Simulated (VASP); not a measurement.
# TaN (Fm-3m) in VASP: further runs

TaN is run at these levels: r2SCAN+U; tasks: single point.

All numbers are computed with VASP 6.6.1; they aren't measurements. Logs are shortened: lines on timing, memory, paths and dates and some standing lists are left out, and cuts for length are marked.

**1. The cell of the first run**

It takes space group Fm-3m (No. 225, cubic). The conventional cell has a = 4.408 Å, b = 4.408 Å, c = 4.408 Å, α = 90.00°, β = 90.00°, γ = 90.00°. Ta (site symmetry m-3m) has 6 N at 2.20 Å within 2.9 Å. Within 2.9 Å of N (site symmetry m-3m) lie 6 Ta at 2.20 Å.

**2. Single point, r2SCAN+U**

POSCAR

```
TaN
1.0
    0.0000000000      2.2038392626      2.2038392626
    2.2038392626      0.0000000000      2.2038392626
    2.2038392626      2.2038392626      0.0000000000
Ta N
1 1
Direct
    0.5000000000      0.5000000000      0.5000000000
    0.0000000000      0.0000000000      0.0000000000
```

INCAR.step1

```
SYSTEM = TaN
  PREC = Accurate
  ENCUT = 520
  ISMEAR = -1
  SIGMA = 0.05
  LREAL = .FALSE.
  LASPH = .TRUE.
  NELM = 150
  LMAXMIX = 4
  LDAU = .TRUE.
  LDAUTYPE = 2
  LDAUL = 2 -1
  LDAUU = 3 0
  LDAUJ = 0 0
  NBANDS = 15
  GGA = PE
  ALGO = Normal
  EDIFF = 1E-4
  LWAVE = .TRUE.
  LCHARG = .FALSE.
```

INCAR.step2

```
SYSTEM = TaN
  PREC = Accurate
  ENCUT = 520
  EDIFF = 1E-6
  ISMEAR = -1
  SIGMA = 0.05
  LREAL = .FALSE.
  LASPH = .TRUE.
  NELM = 150
  ALGO = Normal
  ISIF = 2
  LWAVE = .FALSE.
  LCHARG = .TRUE.
  LMAXMIX = 4
  LDAU = .TRUE.
  LDAUTYPE = 2
  LDAUL = 2 -1
  LDAUU = 3 0
  LDAUJ = 0 0
  LDAUPRINT = 1
  METAGGA = R2SCAN
  LMIXTAU = .TRUE.
  LELF = .TRUE.
  LVHAR = .TRUE.
  NBANDS = 15
  ISTART = 1
```

KPOINTS

```
Automatic mesh
0
G
  10 10 10
  0 0 0
```

Potentials or basis: VASP PAW PBE potentials, release 64 (Ta_pv, N).

Command:

```sh
> cat potpaw_PBE.64/Ta_pv/POTCAR potpaw_PBE.64/N/POTCAR > POTCAR
> cp INCAR.step1 INCAR
> mpirun -np 1 vasp_std > vasp.out
> cp INCAR.step2 INCAR
> mpirun -np 1 vasp_std > vasp.out
```

OUTCAR:

```text
SYSTEM = TaN
   PREC = Accurate
   ENCUT = 520
   EDIFF = 1E-6
   ISMEAR = -1
   LREAL = .FALSE.
   LASPH = .TRUE.
   NELM = 150
   ISIF = 2
   METAGGA = R2SCAN
   ISTART = 1

 ion  position               nearest neighbor table
   1  0.500  0.500  0.500-   2 2.20   2 2.20   2 2.20   2 2.20   2 2.20   2 2.20
   2  0.000  0.000  0.000-   1 2.20   1 2.20   1 2.20   1 2.20   1 2.20   1 2.20

  LATTYP: Found a face centered cubic cell.
 ALAT       =     4.4076785252

  Lattice vectors:

 A1 = (   0.0000000000,   2.2038392626,   2.2038392626)
 A2 = (   2.2038392626,   0.0000000000,   2.2038392626)
 A3 = (   2.2038392626,   2.2038392626,   0.0000000000)

Analysis of symmetry for initial positions (statically):
=====================================================================
 Subroutine PRICEL returns:
 Original cell was already a primitive cell.

 Routine SETGRP: Setting up the symmetry group for a
 face centered cubic supercell.

 Subroutine GETGRP returns: Found 48 space group operations
 (whereof 48 operations were pure point group operations)
 out of a pool of 48 trial point group operations.

The static configuration has the point symmetry O_h .

Analysis of symmetry for dynamics (positions and initial velocities):
=====================================================================
 Subroutine PRICEL returns:
 Original cell was already a primitive cell.

 Routine SETGRP: Setting up the symmetry group for a
 face centered cubic supercell.

 Subroutine GETGRP returns: Found 48 space group operations
 (whereof 48 operations were pure point group operations)
 out of a pool of 48 trial point group operations.

The dynamic configuration has the point symmetry O_h .

 Subroutine INISYM returns: Found 48 space group operations
 (whereof 48 operations are pure point group operations),
 and found     1 'primitive' translations

[... 157 lines left out ...]
  o =  0.1968  v =  0.0000 -0.0000  0.0609 -0.0000  0.9981  0.0000  0.0000  0.0000  0.0000  0.0000      0.0000  0.0000  0.0000  0.0000  0.0000  0.0000  0.0000  0.0000  0.0000  0.0000
  o =  0.1968  v =  0.0000  0.0000  0.0000  0.0000  0.0000  0.0000 -0.0000  0.0609 -0.0000  0.9981      0.0000  0.0000  0.0000  0.0000  0.0000  0.0000  0.0000  0.0000  0.0000  0.0000
  o =  0.1968  v =  0.0000 -0.0000 -0.9981 -0.0000  0.0609  0.0000  0.0000  0.0000  0.0000  0.0000      0.0000  0.0000  0.0000  0.0000  0.0000  0.0000  0.0000  0.0000  0.0000  0.0000
  o =  0.1968  v =  0.0000  0.0000  0.0000  0.0000  0.0000  0.0000 -0.0000 -0.9981 -0.0000  0.0609      0.0000  0.0000  0.0000  0.0000  0.0000  0.0000  0.0000  0.0000  0.0000  0.0000
  o =  0.2668  v =  0.0000  0.0000  0.0000  0.0000  0.0000  0.0000 -0.8500 -0.0000  0.5268  0.0000      0.0000  0.0000  0.0000  0.0000  0.0000  0.0000  0.0000  0.0000  0.0000  0.0000
  o =  0.2668  v =  0.0000 -0.8500 -0.0000  0.5268  0.0000  0.0000  0.0000  0.0000  0.0000  0.0000      0.0000  0.0000  0.0000  0.0000  0.0000  0.0000  0.0000  0.0000  0.0000  0.0000
  o =  0.2668  v =  1.0000  0.0000  0.0000  0.0000  0.0000  0.0000  0.0000  0.0000  0.0000  0.0000      0.0000  0.0000  0.0000  0.0000  0.0000  0.0000  0.0000  0.0000  0.0000  0.0000
  o =  0.2668  v =  0.0000 -0.5268  0.0000 -0.8500 -0.0000  0.0000  0.0000  0.0000  0.0000  0.0000      0.0000  0.0000  0.0000  0.0000  0.0000  0.0000  0.0000  0.0000  0.0000  0.0000
  o =  0.2668  v =  0.0000  0.0000  0.0000  0.0000  0.0000  0.0000 -0.5268  0.0000 -0.8500 -0.0000      0.0000  0.0000  0.0000  0.0000  0.0000  0.0000  0.0000  0.0000  0.0000  0.0000
  o =  0.2668  v =  0.0000  0.0000  0.0000  0.0000  0.0000  1.0000  0.0000  0.0000  0.0000  0.0000      0.0000  0.0000  0.0000  0.0000  0.0000  0.0000  0.0000  0.0000  0.0000  0.0000

 number of electron      16.0000003 magnetization

 Free energy of the ion-electron system (eV)
  ---------------------------------------------------
  ext. energy  EPLUGINS =         0.00000000
  ---------------------------------------------------
  free energy    TOTEN  =       -56.88933989 eV

  energy without entropy =      -56.88488098  energy(sigma->0) =      -56.88711043

 E-fermi :   9.9278     XC(G=0): -14.4403

 val. band max:        9.7882773568   @ k =  -0.3000   0.4000   0.2000
 cond. band min:       9.9636576264   @ k =  -0.3000   0.3000   0.1000
 fundamental gap:      0.1753802696
 Fermi energy:         9.9278283030

 k-point     1 :       0.0000    0.0000    0.0000
  band No.  band energies     occupation
      1     -27.8943      2.00000
      2     -27.8943      2.00000
      3     -27.8943      2.00000
      4     -10.2880      2.00000
      5       5.5992      2.00000
      6       5.5992      2.00000
      7       5.5992      2.00000
      8       7.8124      2.00000
      9       7.8124      2.00000
     10       7.8124      2.00000
     11      10.3240      0.00072
     12      10.3240      0.00072
     13      11.2956      0.00000
     14      18.6238      0.00000
[... 401 lines left out ...]
      2     -28.1296      2.00000
      3     -28.1046      2.00000
      4      -8.6514      2.00000
      5       1.3572      2.00000
      6       3.5918      2.00000
      7       4.2101      2.00000
      8       5.8347      2.00000
      9      12.4155      0.00000
     10      12.9217      0.00000
     11      13.0249      0.00000
     12      13.9450      0.00000
     13      18.5616      0.00000
     14      18.7297      0.00000
     15      20.8267      0.00000

 [... further k-points ...]

------------------------ aborting loop because EDIFF is reached ----------------------------------------

  FORCE on cell =-STRESS in cart. coord.  units (eV):
  Direction    XX          YY          ZZ          XY          YZ          ZX
  --------------------------------------------------------------------------------------
  -------------------------------------------------------------------------------------
  Total        1.0765580      1.0765580      1.0765580      0.0000000      0.0000000      0.0000000
  in kB       80.5709072     80.5709072     80.5709072      0.0000000      0.0000000      0.0000000
  external PRESSURE =      80.5709072 kB  Pullay stress =       0.0000000 kB

 VOLUME and BASIS-vectors are now :
 -----------------------------------------------------------------------------
  energy-cutoff  :      520.00
  volume of cell :       21.41
      direct lattice vectors                 reciprocal lattice vectors
     0.000000000  2.203839263  2.203839263    -0.226876800  0.226876800  0.226876800
     2.203839263  0.000000000  2.203839263     0.226876800 -0.226876800  0.226876800
     2.203839263  2.203839263  0.000000000     0.226876800  0.226876800 -0.226876800

 POSITION                                       TOTAL-FORCE (eV/Angst)
 -----------------------------------------------------------------------------------
      2.20384      2.20384      2.20384        -0.000000      0.000000     -0.000000
      0.00000      0.00000      0.00000         0.000000     -0.000000      0.000000
 -----------------------------------------------------------------------------------
    total drift:                                0.000000     -0.000000     -0.000000

  FREE ENERGIE OF THE ION-ELECTRON SYSTEM (eV)
  ---------------------------------------------------
  free  energy   TOTEN  =       -56.8893398921 eV

  energy  without entropy=      -56.8848809761  energy(sigma->0) =      -56.88711043
```

Wall time 54 s (1 thread of Intel Xeon 8259CL, shared host); peak memory 0.15 GiB.

What came out:

- Free energy: -56.8893 eV
- Pressure: 8.1 GPa
- Band gap on the k mesh: zero (bands 8 and 9 overlap by 4.10 eV)

Levels at points of the mesh, in eV from the Fermi level:
| k point | band 5 | band 6 | band 7 | band 8 | band 9 | band 10 | band 11 | band 12 |
| --- | --- | --- | --- | --- | --- | --- | --- | --- |
| (0.00, 0.00, 0.00) | -4.33 | -4.33 | -4.33 | -2.12 | -2.12 | -2.12 | 0.40 | 0.40 |
| (0.50, 0.00, 0.00) | -11.01 | -7.94 | -7.94 | 1.98 | 1.98 | 2.02 | 3.63 | 7.91 |
| (0.50, 0.50, 0.00) | -7.39 | -5.62 | -5.22 | -5.22 | 2.49 | 3.61 | 3.61 | 4.77 |

Eigenvalues of the final occupation matrices:
| site | spin | trace | eigenvalues |
| --- | --- | --- | --- |
| site 1 d | 1 | 1.19 | 0.20 0.20 0.27 0.27 0.27 |
| site 1 d | 2 | 1.19 | 0.20 0.20 0.27 0.27 0.27 |

Caveat: the cell stands under pressure; the PAW data sets were made with another functional, which shifts forces and pressure a little; spin-orbit coupling is left out, which moves the levels of the heavy elements; U without spin polarisation on a metal has little footing.

**3. Single point, r2SCAN+U**

This run uses another cell than the first one, of 10.74 Å³/atom.

POSCAR

```
TaN
1.0
    0.0000000000      2.2061004517      2.2061004517
    2.2061004517      0.0000000000      2.2061004517
    2.2061004517      2.2061004517      0.0000000000
Ta N
1 1
Direct
    0.5000000000      0.5000000000      0.5000000000
    0.0000000000      0.0000000000      0.0000000000
```

INCAR.step1

```
SYSTEM = TaN
  ALGO = Normal
  EDIFF = 1E-4
  ENCUT = 520
  GGA = PE
  ISMEAR = -1
  LASPH = .TRUE.
  LCHARG = .FALSE.
  LDAU = .TRUE.
  LDAUJ = 0 0
  LDAUL = 2 -1
  LDAUTYPE = 2
  LDAUU = 4 0
  LMAXMIX = 4
  LREAL = .FALSE.
  LWAVE = .TRUE.
  NBANDS = 15
  NELM = 150
  PREC = Accurate
  SIGMA = 0.05
```

INCAR.step2

```
SYSTEM = TaN
  ALGO = Normal
  EDIFF = 1E-6
  ENCUT = 520
  ISIF = 2
  ISMEAR = -1
  ISTART = 1
  LASPH = .TRUE.
  LCHARG = .FALSE.
  LDAU = .TRUE.
  LDAUJ = 0 0
  LDAUL = 2 -1
  LDAUPRINT = 1
  LDAUTYPE = 2
  LDAUU = 4 0
  LMAXMIX = 4
  LMIXTAU = .TRUE.
  LREAL = .FALSE.
  LWAVE = .FALSE.
  METAGGA = R2SCAN
  NBANDS = 15
  NELM = 150
  PREC = Accurate
  SIGMA = 0.05
```

KPOINTS

```
k-points
0
G
  10 10 10
  0 0 0
```

Potentials or basis: VASP PAW PBE potentials, release 64 (Ta_pv, N).

Command:

```sh
> cat potpaw_PBE.64/Ta_pv/POTCAR potpaw_PBE.64/N/POTCAR > POTCAR
> cp INCAR.step1 INCAR
> mpirun -np 1 vasp_std > vasp.out
> cp INCAR.step2 INCAR
> mpirun -np 1 vasp_std > vasp.out
```

It took 60 s on 1 thread of Intel Xeon 8259CL, shared host; peak memory 0.15 GiB.

Results (log left out):

* Free energy: -55.9958 eV
* Pressure: 10.1 GPa
* Band gap on the k mesh: zero (bands 8 and 9 overlap by 4.10 eV)

Levels at points of the mesh, in eV from the Fermi level:
| k point | band 6 | band 7 | band 8 | band 9 | band 10 | band 11 |
| --- | --- | --- | --- | --- | --- | --- |
| (0.00, 0.00, 0.00) | -4.38 | -4.38 | -2.08 | -2.08 | -2.08 | 0.51 |
| (0.50, 0.00, 0.00) | -7.91 | -7.91 | 2.01 | 2.01 | 2.01 | 3.49 |
| (0.50, 0.50, 0.00) | -5.60 | -5.29 | -5.29 | 2.60 | 3.64 | 3.64 |

Eigenvalues of the final occupation matrices:
| site | spin | trace | eigenvalues |
| --- | --- | --- | --- |
| site 1 d | 1 | 1.17 | 0.19 0.19 0.26 0.26 0.26 |
| site 1 d | 2 | 1.17 | 0.19 0.19 0.26 0.26 0.26 |

Caveat: the cell stands under pressure; the PAW data sets were made with another functional, which shifts forces and pressure a little; spin-orbit coupling is left out, which moves the levels of the heavy elements; U without spin polarisation on a metal has little footing.

**4. Single point, r2SCAN+U**

This run uses another cell than the first one, of 10.77 Å³/atom.

POSCAR

```
TaN
1.0
    0.0000000000      2.2085294014      2.2085294014
    2.2085294014      0.0000000000      2.2085294014
    2.2085294014      2.2085294014      0.0000000000
Ta N
1 1
Direct
    0.5000000000      0.5000000000      0.5000000000
    0.0000000000      0.0000000000      0.0000000000
```

INCAR.step1

```
  ALGO = Normal
  EDIFF = 1E-4
  ENCUT = 520
  GGA = PE
  ISMEAR = -1
  LASPH = T
  LCHARG = F
  LDAU = T
  LDAUJ = 0 0
  LDAUL = 2 -1
  LDAUTYPE = 2
  LDAUU = 5 0
  LMAXMIX = 4
  LREAL = F
  LWAVE = T
  NBANDS = 15
  NELM = 150
  PREC = Accurate
  SIGMA = 0.05
```

INCAR.step2

```
  ALGO = Normal
  EDIFF = 1E-6
  ENCUT = 520
  ISIF = 2
  ISMEAR = -1
  ISTART = 1
  LASPH = T
  LCHARG = F
  LDAU = T
  LDAUJ = 0 0
  LDAUL = 2 -1
  LDAUPRINT = 1
  LDAUTYPE = 2
  LDAUU = 5 0
  LMAXMIX = 4
  LMIXTAU = T
  LREAL = F
  LWAVE = F
  METAGGA = R2SCAN
  NBANDS = 15
  NELM = 150
  PREC = Accurate
  SIGMA = 0.05
```

KPOINTS

```
k-points
0
Gamma
  10 10 10
```

Command:

```sh
> cat potpaw_PBE.64/Ta_pv/POTCAR potpaw_PBE.64/N/POTCAR > POTCAR
> cp INCAR.step1 INCAR
> mpirun -np 1 vasp_std > vasp.out
> cp INCAR.step2 INCAR
> mpirun -np 1 vasp_std > vasp.out
```

Wall time 56 s (1 thread of Intel Xeon 8259CL, shared host); peak memory 0.15 GiB.

Results (log left out):

```
Free energy            : -55.1149 eV
Pressure               : 12.0 GPa
Band gap on the k mesh : zero (bands 8 and 9 overlap by 4.06 eV)
```

Levels at points of the mesh, in eV from the Fermi level:
```
           k point  band 4  band 5  band 6  band 7  band 8  band 9  band 10  band 11  band 12  band 13
(0.00, 0.00, 0.00)  -20.33   -4.44   -4.44   -4.44   -2.05   -2.05    -2.05     0.62     0.62     1.09
(0.50, 0.00, 0.00)  -17.35  -11.10   -7.88   -7.88    2.01    2.04     2.04     3.34     7.99     7.99
(0.50, 0.50, 0.00)  -18.84   -7.57   -5.58   -5.36   -5.36    2.72     3.67     3.67     4.80     6.73
```

Eigenvalues of the final occupation matrices:
```csv
site,spin,trace,eigenvalues
site 1 d,1,1.15,0.19 0.19 0.26 0.26 0.26
site 1 d,2,1.15,0.19 0.19 0.26 0.26 0.26
```

Caveat: the cell stands under pressure; the PAW data sets were made with another functional, which shifts forces and pressure a little; spin-orbit coupling is left out, which moves the levels of the heavy elements; U without spin polarisation on a metal has little footing.

**5. The runs side by side**

```csv
U,cell,gap on the mesh (eV),pressure (GPa)
Ta d U = 3.0 eV,"a = 3.117 Å, angles 60.0°, 2 atoms",none,8.1
Ta d U = 4.0 eV,"a = 3.120 Å, angles 60.0°, 2 atoms",none,10.1
Ta d U = 5.0 eV,"a = 3.123 Å, angles 60.0°, 2 atoms",none,12.0
```

Alike in all rows: task single point; level r2SCAN+U; potentials or basis VASP PAW PBE potentials, release 64 (Ta_pv, N); no spin polarisation; k mesh 10 × 10 × 10; cutoff (eV) 520; smearing fermi-dirac 0.05 eV.

Caveats: the cell stands under pressure; the PAW data sets were made with another functional, which shifts forces and pressure a little; spin-orbit coupling is left out, which moves the levels of the heavy elements; U without spin polarisation on a metal has little footing.

Total energies depend on the potentials used, so only differences within one code and one set of settings carry meaning.
